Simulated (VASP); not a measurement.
A run of VASP 6.6.1 is set up as follows.

INCAR

```
SYSTEM = H3Cl
  PREC = Accurate
  ENCUT = 520
  EDIFF = 1E-6
  ISMEAR = -1
  SIGMA = 0.002
  LREAL = .False.
  LASPH = .True.
  NELM = 60
  ALGO = Normal
  ISIF = 2
  LWAVE = .False.
  LCHARG = .False.
  GGA = PE
  IVDW = 12
  NBANDS = 27
```

The input KPOINTS:

```
regular mesh
0
Gamma
  1 1 1
  0 0 0
```

File POSCAR:

```
H3Cl
1.0
    6.2402510000      0.0000000000      0.0000000000
    0.0000000000      6.2402510000      0.0000000000
    0.0000000000      0.0000000000      6.2402510000
H Cl
9 3
Direct
    0.7028242934      0.6538999793      0.6454067312
    0.7335922866      0.6791393487      0.5352028308
    0.4607667224      0.6481149556      1.0930009065
    0.5221584837      0.5718519976      1.1666197401
    0.0584271370      0.9723967834      0.5991105165
    0.0709586842      0.9609869859      0.7230798889
    0.9704737838      0.6457592812      0.0740354835
    0.6073954397      0.2627458415      0.4442129011
    0.3592804200      0.2412723463      0.0564881124
    0.9858417554      0.5445454037      0.2668322156
    0.6711268505      0.2167220517      0.6450702063
    0.3914746378      0.0291654935      0.0796602573
```

Potentials or basis: VASP PAW PBE potentials, release 64 (H, Cl).

The run is started by

```bash
$ cat potpaw_PBE.64/H/POTCAR potpaw_PBE.64/Cl/POTCAR > POTCAR
$ mpirun -np 1 vasp_gam > vasp.out
```

(1) Estimate the dispersion energy per atom.

(2) Predict the pressure.

(3) Predict the largest force.

Answers

(1) -0.036 eV.

(2) -1.5 GPa.

(3) 2.149 eV/Å.

Caveat: the k points lie up to 1.01 Å⁻¹ apart.
